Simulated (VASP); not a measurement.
# Sn4HO8 (a cell with a defect) in VASP: notebook, part 2 of 2

VASP 6.6.1.

## 4. Single point, PBE

File INCAR:

```
SYSTEM = Sn4HO8
ALGO = Normal
EDIFF = 1E-6
ENCUT = 520
GGA = PE
ISIF = 2
ISMEAR = 0
LASPH = .True.
LCHARG = .False.
LREAL = .False.
LWAVE = .False.
NBANDS = 64
NELM = 60
PREC = Accurate
SIGMA = 0.02
```

File KPOINTS:

```
k-points
0
Gamma
  3 3 3
  0 0 0
```

File POSCAR:

```
Sn4HO8
1.0
   -4.8265176449      0.0000000000      3.2381666583
    4.8265176449      0.0000000000      3.2381666583
    0.0000000000      4.8283676020     -3.2381666583
Sn O H
4 8 1
Direct
    0.2286862592      0.7563522054      0.4823725516
    0.7601928693      0.2450867031      0.5026139681
    0.0091000134      0.0068812294      0.0021255631
    0.4979132225      0.4956873941      0.0021321906
   -0.0381032993      0.3032991613      0.2669653817
    0.4663334896      0.8077328423      0.2669680742
    0.9299775697      0.7809245561      0.2082351807
    0.4539655788      0.3072504828      0.2585557072
    0.5398659265      0.6837220254      0.7209260535
    0.0610074618      0.2222270112      0.7805671214
    1.0328651996      0.6984081192      0.7223366751
    0.5265962902      0.1921354804      0.7223393676
    0.5138318940      0.5343207862      0.5454913994
```

Potentials or basis: VASP PAW PBE potentials, release 64 (Sn_d, O, H).

On the command line:

```bash
$ cat potpaw_PBE.64/Sn_d/POTCAR potpaw_PBE.64/O/POTCAR potpaw_PBE.64/H/POTCAR > POTCAR
$ mpirun -np 1 vasp_std > vasp.out
```

OUTCAR:

```text
SYSTEM = Sn4HO8
   EDIFF = 1E-6
   ENCUT = 520
   GGA = PE
   ISIF = 2
   ISMEAR = 0
   LASPH = .True.
   LREAL = .False.
   NELM = 60
   PREC = Accurate

 ion  position               nearest neighbor table
   1  0.229  0.756  0.482-   7 2.05  12 2.08  11 2.08   6 2.13   5 2.13   9 2.18   2 3.25   2 3.25
                             4 3.64   3 3.64   4 3.74   3 3.74
   2  0.760  0.245  0.503-  10 2.06   5 2.09   6 2.09   8 2.13  11 2.14  12 2.14   1 3.25   1 3.25
                             3 3.72   4 3.72   3 3.76   4 3.76
   3  0.009  0.007  0.002-   7 2.06  10 2.07   5 2.09  11 2.10   8 2.13   9 2.25   4 3.17   4 3.31
                             1 3.64   2 3.72   1 3.74   2 3.76
   4  0.498  0.496  0.002-   7 2.06  10 2.07   6 2.09  12 2.10   8 2.13   9 2.25   3 3.17   3 3.31
                             1 3.64   2 3.72   1 3.74   2 3.76
   5  0.962  0.303  0.267-   2 2.09   3 2.09   1 2.13
   6  0.466  0.808  0.267-   2 2.09   4 2.09   1 2.13
   7  0.930  0.781  0.208-   1 2.05   4 2.06   3 2.06
   8  0.454  0.307  0.259-   4 2.13   3 2.13   2 2.13
   9  0.540  0.684  0.721-  13 1.04   1 2.18   3 2.25   4 2.25
  10  0.061  0.222  0.781-   2 2.06   3 2.07   4 2.07
  11  0.033  0.698  0.722-   1 2.08   3 2.10   2 2.14
  12  0.527  0.192  0.722-   1 2.08   4 2.10   2 2.14
  13  0.514  0.534  0.545-   9 1.04

  LATTYP: Found a face centered orthorhombic cell.
 ALAT       =     6.4763333166
 B/A-ratio  =     1.4905093388
 C/A-ratio  =     1.4910806365

  Lattice vectors:

 A1 = (   4.8265176449,   4.8283676020,   0.0000000000)
 A2 = (   0.0000000000,   4.8283676020,   3.2381666583)
 A3 = (   4.8265176449,   0.0000000000,   3.2381666583)

Analysis of symmetry for initial positions (statically):
=====================================================================
 Subroutine PRICEL returns:
 Original cell was already a primitive cell.

 Routine SETGRP: Setting up the symmetry group for a
 face centered orthorhombic supercell.

 Subroutine GETGRP returns: Found  2 space group operations
 (whereof  1 operations were pure point group operations)
[... 158 lines left out ...]
  energy-cutoff  :      520.00
  volume of cell :      150.93
 maximum number of plane-waves:      4076
 NGX is ok and might be reduce to    48
   NGX = 21   NGY = 21   NGZ = 21

 number of electron     104.9999999 magnetization

 Free energy of the ion-electron system (eV)
  ---------------------------------------------------
  ext. energy  EPLUGINS =         0.00000000
  ---------------------------------------------------
  free energy    TOTEN  =       -77.25899768 eV

  energy without entropy =      -77.25833190  energy(sigma->0) =      -77.25866479

 E-fermi :   8.9857     XC(G=0): -11.0948

 val. band max:        8.4176358374   @ k =  -0.0000  -0.3333   0.0000
 cond. band min:       8.9952032557   @ k =  -0.3333   0.3333  -0.3333
 fundamental gap:      0.5775674182
 Fermi energy:         8.9856645301

 k-point     1 :       0.0000    0.0000    0.0000
  band No.  band energies     occupation
      1     -15.1776      2.00000
      2     -15.0225      2.00000
      3     -14.7628      2.00000
      4     -14.5047      2.00000
      5     -14.4992      2.00000
      6     -14.4233      2.00000
[... 659 lines left out ...]
     63      15.6562      0.00000
     64      15.8388      0.00000

------------------------ aborting loop because EDIFF is reached ----------------------------------------

  FORCE on cell =-STRESS in cart. coord.  units (eV):
  Direction    XX          YY          ZZ          XY          YZ          ZX
  --------------------------------------------------------------------------------------
  -------------------------------------------------------------------------------------
  Total       10.5003082      5.3300798     10.3688208     -3.5894718      0.0000000      0.0000000
  in kB      111.4677437     56.5823360    110.0719183    -38.1046265      0.0000000      0.0000000
  external PRESSURE =      92.7073327 kB  Pullay stress =       0.0000000 kB

 VOLUME and BASIS-vectors are now :
 -----------------------------------------------------------------------------
  energy-cutoff  :      520.00
  volume of cell :      150.93
      direct lattice vectors                 reciprocal lattice vectors
    -4.826517645  0.000000000  3.238166658    -0.103594359  0.103554667  0.154408359
     4.826517645  0.000000000  3.238166658     0.103594359  0.103554667  0.154408359
     0.000000000  4.828367602 -3.238166658     0.000000000  0.207109334  0.000000000

 POSITION                                       TOTAL-FORCE (eV/Angst)
 -----------------------------------------------------------------------------------
      2.54679      2.32907      1.62772         0.010692     -0.015434      0.000000
     -2.48617      2.42680      1.62772        -0.002729     -0.025623     -0.000000
     -0.01071      0.01026      0.04487        -0.021180      0.014510      0.027137
     -0.01074      0.01030      3.21054        -0.021180      0.014510     -0.027137
     -3.17873      1.28901      3.23244        -0.022979     -0.021677      0.029707
      1.64777      1.28902      3.26115        -0.022979     -0.021677     -0.029707
     -0.71941      1.00544      4.86589         0.023642     -0.014271      0.000000
     -0.70812      1.24840      1.62770        -0.073740     -0.075081      0.000000
      0.69432      3.48090      1.62770         0.072862      0.086767     -0.000000
      0.77813      3.76887     -1.61045         0.004155     -0.039132      0.000000
      3.21225      3.48771      0.02894         0.016810     -0.026984     -0.032338
     -1.61428      3.48772     -0.01168         0.016810     -0.026984      0.032338
      0.09889      2.63383      1.62770         0.019814      0.151075      0.000000
 -----------------------------------------------------------------------------------
    total drift:                               -0.000269      0.001316     -0.092387

  FREE ENERGIE OF THE ION-ELECTRON SYSTEM (eV)
  ---------------------------------------------------
  free  energy   TOTEN  =       -77.2589976850 eV

  energy  without entropy=      -77.2583319014  energy(sigma->0) =      -77.25866479
```

Wall time 82 s (1 thread of Intel Xeon 6975P-C (Granite Rapids), shared host); peak memory 0.35 GiB.

What came out:

- Free energy: -77.2590 eV
- Pressure: 9.3 GPa
- Largest force: 0.152 eV/Å
- Band gap on the k mesh: zero (an odd number of electrons rules out a gap without spin polarisation)

Forces in eV/Å, atoms in the order of the input:
```
Sn   0.011 -0.015  0.000
Sn  -0.003 -0.026  0.000
Sn  -0.021  0.015  0.027
Sn  -0.021  0.015 -0.027
O   -0.023 -0.022  0.030
O   -0.023 -0.022 -0.030
O    0.024 -0.014  0.000
O   -0.074 -0.075  0.000
O    0.073  0.087  0.000
O    0.004 -0.039  0.000
O    0.017 -0.027 -0.032
O    0.017 -0.027  0.032
H    0.020  0.151  0.000
```

Levels at points of the mesh, in eV from the Fermi level:
| k point | band 48 | band 49 | band 50 | band 51 | band 52 | band 53 | band 54 | band 55 | band 56 | band 57 |
| --- | --- | --- | --- | --- | --- | --- | --- | --- | --- | --- |
| (0.00, 0.00, 0.00) | -4.09 | -4.08 | -3.81 | -3.80 | -3.75 | -2.64 | 0.79 | 0.95 | 2.19 | 2.72 |

Caveat: the k points lie up to 0.45 Å⁻¹ apart, too coarse for converged energies and pressures of a metal; spin-orbit coupling is left out, which moves the levels of the heavy elements; an odd number of electrons without spin polarisation forces a metal; a magnetic or distorted state may lie lower.
